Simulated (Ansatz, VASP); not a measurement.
# Two plane-wave programs on Ir

The input INCAR:

```
SYSTEM = Ir
PREC     = Accurate       ! precision mode
ENCUT    = 520            ! plane-wave cutoff, eV
EDIFF    = 1E-6           ! SCF threshold, eV
ISMEAR   = 0              ! smearing method
SIGMA    = 0.1            ! smearing width, eV
LREAL    = .False.        ! projectors in reciprocal space
LASPH    = .True.         ! aspherical terms in the spheres
NELM     = 60             ! most SCF steps
ALGO     = Fast           ! electronic algorithm
ISIF     = 2              ! what is computed and relaxed
LWAVE    = .False.        ! write WAVECAR
LCHARG   = .False.        ! write CHGCAR
LDIPOL   = .True.       
IDIPOL   = 3            
DIPOL    = 0.5 0.5 0.500
GGA      = PE             ! functional
NBANDS   = 36             ! bands
```

The input KPOINTS:

```
Automatic mesh
0
Gamma
  15 15 1
  0 0 0
```

The input POSCAR:

```
Ir
1.0
    2.7369706002      0.0000000000      0.0000000000
   -1.3684853001      2.3702860692      0.0000000000
    0.0000000000      0.0000000000     26.1736356858
Ir
6
Direct
    0.6666666667      0.3333333333      0.2865478870
    0.3333333333      0.6666666667      0.3719287322
    0.0000000000      0.0000000000      0.4573095774
    0.6666666667      0.3333333333      0.5426904226
    0.3333333333      0.6666666667      0.6280712678
    0.0000000000      0.0000000000      0.7134521130
```

Input for Ansatz:

```yaml
crystal:
  lattice:
    - [2.7369706002, 0.0, 0.0]
    - [-1.3684853001, 2.3702860692, 0.0]
    - [0.0, 0.0, 26.1736356858]
  atoms:
    - { symbol: Ir, position: [0.6666666667, 0.3333333333, 0.286547887] }
    - { symbol: Ir, position: [0.3333333333, 0.6666666667, 0.3719287322] }
    - { symbol: Ir, position: [0.0, 0.0, 0.4573095774] }
    - { symbol: Ir, position: [0.6666666667, 0.3333333333, 0.5426904226] }
    - { symbol: Ir, position: [0.3333333333, 0.6666666667, 0.6280712678] }
    - { symbol: Ir, position: [0.0, 0.0, 0.713452113] }
basis:
  ecutwfc: 420
kpoints:
  mp_grid: { grid: [15, 15, 1] }
hamiltonian:
  xc: pbe
scf:
  occupations: { method: gaussian, width: 0.1 }
output:
  forces: true
  stress: true
  eigenvalues: true
  write_density: true
  write_potential: true
  elf: true
  volumetric_format: npy
efield:
  axis: 3
  dipole_correction: true
```

Alike in both runs: task single point; functional PBE; k mesh 15 × 15 × 1; occupations gaussian, width 0.1 eV; no spin polarisation.

|  | VASP | Ansatz |
| --- | --- | --- |
| version | VASP 6.6.1 | Ansatz 0.2.0 |
| potentials or method | VASP PAW PBE potentials, release 64 (Ir), cutoff 520 eV | scalar-relativistic, plane waves, PAW |
| valence electrons in the cell | 54 | 102 |

Ansatz gave:

* gap on the k mesh at the Fermi level (eV): none
* rms of the force components (eV/Å): 0.201

**Question.** What did VASP give for the same quantities?

**Answer.** gap on the k mesh at the Fermi level (eV): none; rms of the force components (eV/Å): 0.194.

Atom by atom the forces differ by 0.009 eV/Å (rms over components). A gap of «none» marks a metal or a gap that the smearing closes. The functional is the same, so the differences come from potentials, cutoffs and numerics. VASP's potentials hold 54 valence electrons a cell and Ansatz's 102, so a difference there can come from the potentials and not from the codes. Ansatz's warnings: xc potential rough in thin density.

Spin-orbit coupling is off throughout.
